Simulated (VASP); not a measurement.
A run of VASP 6.6.1:

INCAR

```
SYSTEM = AlNi
  ALGO = Normal
  EDIFF = 1E-6
  EDIFFG = -0.01
  ENCUT = 600
  GGA = PS
  IBRION = 2
  ISIF = 3
  ISMEAR = -1
  ISPIN = 2
  LASPH = .TRUE.
  LCHARG = .FALSE.
  LMAXMIX = 4
  LORBIT = 11
  LREAL = .FALSE.
  LWAVE = .FALSE.
  MAGMOM = 1 0
  NELM = 150
  NSW = 60
  PREC = Accurate
  SIGMA = 0.05
```

Contents of KPOINTS:

```
k-points
0
G
  9 9 9
  0 0 0
```

Contents of POSCAR:

```
AlNi
1.0
    2.8810000000      0.0000000000      0.0000000000
    0.0000000000      2.8810000000      0.0000000000
    0.0000000000      0.0000000000      2.8810000000
Ni Al
1 1
Direct
    0.5000000000      0.5000000000      0.5000000000
    0.0000000000      0.0000000000      0.0000000000
```

Potentials or basis: VASP PAW PBE potentials, release 64 (Ni, Al).

Command:

```console
$ cat potpaw_PBE.64/Ni/POTCAR potpaw_PBE.64/Al/POTCAR > POTCAR
$ mpirun -np 1 vasp_std > vasp.out
```

Hardware: 1 thread of Intel Xeon 8259CL (shared host).

Question: How long does it take, and how much memory?

Answer: It took 65 s on 1 thread of Intel Xeon 8259CL, with other jobs on the host, peak memory 0.16 GiB. Counts: scf iterations 29, k points 35, ion steps 3.
